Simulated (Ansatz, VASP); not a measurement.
## Two plane-wave programs on BaTe

POSCAR

```
BaTe
1.0
    0.0000000000      3.5323793482      3.5323793482
    3.5323793482      0.0000000000      3.5323793482
    3.5323793482      3.5323793482      0.0000000000
Ba Te
1 1
Direct
    0.0000000000      0.0000000000      0.0000000000
    0.5000000000      0.5000000000      0.5000000000
```

Contents of INCAR.step1:

```
  PREC = Accurate
  ENCUT = 520
  EDIFF = 1E-5
  ISMEAR = 0
  SIGMA = 0.01
  LREAL = False
  LASPH = True
  NELM = 100
  ALGO = Normal
  ISIF = 2
  LWAVE = True
  LCHARG = False
  GGA = PE
  NBANDS = 15
```

Contents of INCAR.step2:

```
  PREC = Accurate
  ENCUT = 520
  EDIFF = 1E-7
  ISMEAR = 0
  SIGMA = 0.01
  LREAL = False
  LASPH = True
  NELM = 100
  ALGO = Normal
  ISIF = 2
  LWAVE = False
  LCHARG = False
  METAGGA = R2SCAN
  LHFCALC = True
  AEXX = 0.25
  LMIXTAU = True
  PRECFOCK = Normal
  ISTART = 1
  NBANDS = 15
```

The input KPOINTS:

```
regular mesh
0
Gamma
  4 4 4
```

Input for Ansatz:

```yaml
crystal:
  lattice:
    - [0.0, 3.5323793482, 3.5323793482]
    - [3.5323793482, 0.0, 3.5323793482]
    - [3.5323793482, 3.5323793482, 0.0]
  atoms:
    - { symbol: Ba, position: [0.0, 0.0, 0.0] }
    - { symbol: Te, position: [0.5, 0.5, 0.5] }
kpoints:
  mp_grid: { grid: [4, 4, 4] }
  band_path:
    path:
      - [0.0, 0.0, 0.0]
      - [0.5, 0.0, 0.5]
      - [0.625, 0.25, 0.625]
      - [0.375, 0.375, 0.75]
      - [0.5, 0.5, 0.5]
      - [0.5, 0.25, 0.75]
      - [0.0, 0.5, 0.5]
    npoints: 1
hamiltonian:
  xc: r2scan0
scf:
  occupations: { method: fixed }
  n_extra_bands: 4
output:
  forces: true
  stress: true
  eigenvalues: true
```

Alike in both runs: task single point; functional r2SCAN0; k mesh 4 × 4 × 4; no spin polarisation.

|  | VASP | Ansatz |
| --- | --- | --- |
| version | VASP 6.6.1 | Ansatz 0.2.0 |
| potentials or method | VASP PAW PBE potentials, release 64 (Ba_sv, Te) | plane waves, PAW |
| plane-wave cutoff (eV) | 520 | 500 |
| occupations | gaussian, width 0.01 eV | fixed |
| valence electrons in the cell | 16 | 26 |

Ansatz gave:

| Item | Value |
| --- | --- |
| gap on the k mesh at the Fermi level (eV) | 3.22 |
| pressure (GPa) | -0.2 |

Task: Estimate VASP's values.

Result: gap on the k mesh at the Fermi level (eV): 3.20; pressure (GPa): 0.0.

VASP's potentials were made for PBE, not for r2SCAN0. VASP's potentials hold 16 valence electrons a cell and Ansatz's 26, so a difference there can come from the potentials and not from the codes. Ansatz's warnings: stress exchange threshold loose, stress scf threshold loose.

Neither program's run includes spin-orbit coupling.
